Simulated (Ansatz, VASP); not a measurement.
SiC in VASP and in Ansatz

INCAR

```
SYSTEM = SiC
  ALGO = Normal
  EDIFF = 1E-6
  ENCUT = 520
  GGA = PE
  ISIF = 2
  ISMEAR = 0
  LASPH = .True.
  LCHARG = .False.
  LREAL = .False.
  LWAVE = .False.
  NBANDS = 26
  NELM = 60
  PREC = Accurate
  SIGMA = 0.05
```

File KPOINTS:

```
k-points
0
Gamma
  6 6 6
  0 0 0
```

POSCAR

```
SiC
1.0
    4.3797281854      0.0000000000      0.0000000000
    0.0000000000     -4.3797281854      0.0000000000
    0.0000000000      0.0000000000     -4.3797281854
Si C
4 4
Direct
   -0.0263646621     -0.0263646621     -0.0263646621
    0.5000000000      0.5000000000      0.0000000000
    0.5000000000      0.0000000000      0.5000000000
    0.0000000000      0.5000000000      0.5000000000
    0.7500000000      0.7500000000      0.7500000000
    0.2500000000      0.2500000000      0.7500000000
    0.2500000000      0.7500000000      0.2500000000
    0.7500000000      0.2500000000      0.2500000000
```

Input for Ansatz:

```yaml
crystal:
  lattice:
    - [4.3797281854, 0.0, 0.0]
    - [0.0, -4.3797281854, 0.0]
    - [0.0, 0.0, -4.3797281854]
  atoms:
    - { symbol: Si, position: [-0.0263646621, -0.0263646621, -0.0263646621] }
    - { symbol: Si, position: [0.5, 0.5, 0.0] }
    - { symbol: Si, position: [0.5, 0.0, 0.5] }
    - { symbol: Si, position: [0.0, 0.5, 0.5] }
    - { symbol: C, position: [0.75, 0.75, 0.75] }
    - { symbol: C, position: [0.25, 0.25, 0.75] }
    - { symbol: C, position: [0.25, 0.75, 0.25] }
    - { symbol: C, position: [0.75, 0.25, 0.25] }
basis:
  ecutwfc: 420
kpoints:
  mp_grid: { grid: [6, 6, 6] }
hamiltonian:
  xc: pbe
scf:
  occupations: { method: gaussian, width: 0.05 }
output:
  forces: true
  stress: true
  eigenvalues: true
  write_density: true
  write_potential: true
  elf: true
  volumetric_format: npy
```

Alike in both runs: task single point; functional PBE; k mesh 6 × 6 × 6; occupations gaussian, width 0.05 eV; no spin polarisation.

|  | VASP | Ansatz |
| --- | --- | --- |
| version | VASP 6.6.1 | Ansatz 0.2.0 |
| potentials or method | VASP PAW PBE potentials, release 64 (Si, C), cutoff 520 eV | scalar-relativistic, plane waves, PAW |
| valence electrons in the cell | 32 | 32 |

VASP gave:

- gap on the k mesh at the Fermi level (eV): 0.94
- least direct gap on the mesh (eV): 0.94
- pressure (GPa): 1.7
- traceless stress, the component that is largest in VASP (GPa): -3.04
- rms of the force components (eV/Å): 1.602

Question: What did Ansatz give for the same quantities?

Answer: gap on the k mesh at the Fermi level (eV): 0.94; least direct gap on the mesh (eV): 0.94; pressure (GPa): 1.7; traceless stress, the component that is largest in VASP (GPa): -3.05; rms of the force components (eV/Å): 1.605.

Atom by atom the forces differ by 0.003 eV/Å (rms over components). The functional is the same, so the differences come from potentials, cutoffs and numerics.
